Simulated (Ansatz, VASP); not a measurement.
HfN: VASP beside Ansatz

The input INCAR:

```
SYSTEM = HfN
  PREC = Accurate
  ENCUT = 520
  EDIFF = 1E-7
  ISMEAR = 0
  SIGMA = 0.15
  LREAL = .FALSE.
  LASPH = .TRUE.
  NELM = 100
  ALGO = Normal
  ISIF = 2
  LWAVE = .FALSE.
  LCHARG = .FALSE.
  GGA = PE
  NBANDS = 14
```

The input KPOINTS:

```
Automatic mesh
0
G
  16 16 16
  0 0 0
```

Contents of POSCAR:

```
HfN
1.0
    0.0000000000      2.4548220000      2.5775631000
    2.4548220000      0.0000000000      2.5775631000
    2.4548220000      2.4548220000      0.0000000000
Hf N
1 1
Direct
    0.0000000000      0.0000000000      0.0000000000
    0.7500000000      0.7500000000      0.7500000000
```

Input for Ansatz:

```yaml
crystal:
  lattice:
    - [0.0, 2.454822, 2.5775631]
    - [2.454822, 0.0, 2.5775631]
    - [2.454822, 2.454822, 0.0]
  atoms:
    - { symbol: Hf, position: [0.0, 0.0, 0.0] }
    - { symbol: "N", position: [0.75, 0.75, 0.75] }
basis:
  ecutwfc: 420
kpoints:
  mp_grid: { grid: [16, 16, 16] }
hamiltonian:
  xc: pbe
scf:
  occupations: { method: gaussian, width: 0.15 }
output:
  forces: true
  stress: true
  eigenvalues: true
  write_density: true
  write_potential: true
  elf: true
  volumetric_format: npy
```

Change from the starting cell: strain +0.000 along x and y, +0.050 along z, atoms carried along.

Alike in both runs: task single point; functional PBE; k mesh 16 × 16 × 16; occupations gaussian, width 0.15 eV; no spin polarisation.

```csv
,VASP,Ansatz
version,VASP 6.6.1,Ansatz 0.2.0
potentials or method,"VASP PAW PBE potentials, release 64 (Hf_pv, N), cutoff 520 eV","scalar-relativistic, plane waves, PAW"
valence electrons in the cell,15,31
```

|  | VASP | Ansatz | Ansatz less VASP |
| --- | --- | --- | --- |
| gap on the k mesh at the Fermi level (eV) | none | none | - |
| pressure (GPa) | -9.0 | -7.9 | +1.10 |
| traceless stress, the component that is largest in VASP (GPa) | -5.18 | -5.15 | +0.026 |

A gap of «none» marks a metal or a gap that the smearing closes. VASP's potentials hold 15 valence electrons a cell and Ansatz's 31, so a difference there can come from the potentials and not from the codes.

Spin-orbit coupling is off throughout.
